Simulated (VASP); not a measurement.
Set up this calculation in VASP 6.6.1, as the native input.

```
Task                   : relaxation of cell and atoms
Functional             : PBEsol
Potentials or basis    : VASP PAW PBE potentials, release 64 (Rh_pv)
Cutoff                 : 600 eV
k mesh                 : 18 × 18 × 18
Occupations            : gaussian, width 0.1 eV
Spin                   : no spin polarisation
Dipole correction      : no
Further INCAR settings : ALGO = Normal; EDIFF = 1e-07; IBRION = 2; EDIFFG = -0.005; NSW = 70; ISIF = 3
```

The structure of Rh lies in POSCAR:

```
Rh
1.0
    0.0000000000      1.9149890286      1.9149890286
    1.9149890286      0.0000000000      1.9149890286
    1.9149890286      1.9149890286      0.0000000000
Rh
1
Direct
    0.0000000000      0.0000000000      0.0000000000
```

The input as run:

INCAR

```
SYSTEM = Rh
PREC = Accurate
ENCUT = 600
EDIFF = 1E-7
ISMEAR = 0
SIGMA = 0.1
LREAL = .FALSE.
LASPH = .TRUE.
NELM = 100
ALGO = Normal
ISIF = 3
LWAVE = .FALSE.
LCHARG = .FALSE.
GGA = PS
IBRION = 2
NSW = 70
EDIFFG = -0.005
```

KPOINTS

```
Automatic mesh
0
G
  18 18 18
  0 0 0
```

Potentials or basis: VASP PAW PBE potentials, release 64 (Rh_pv).

Launch:

```bash
$ cat potpaw_PBE.64/Rh_pv/POTCAR > POTCAR
$ mpirun -np 1 vasp_std > vasp.out
```

It gave:

```json
{"Relaxed volume": "13.49 Å³/atom", "Relaxed cell": "a = 2.672 Å, b = 2.672 Å, c = 2.672 Å, α = 60.00°, β = 60.00°, γ = 60.00°", "Space group after relaxing (to 0.05 Å)": "Fm-3m (No. 225)", "Energy gained by relaxing": "19.2 meV/atom", "Ionic steps": "7", "Pressure after relaxing": "0.0 GPa"}
```

Caveat: the PAW data sets were made with another functional, which shifts forces and pressure a little.

It took 100 s on 1 thread of Intel(R) Xeon(R) Platinum 8259CL CPU @ 2.50GHz (Skylake/Cascade Lake) (shared host), peak memory 0.18 GiB.
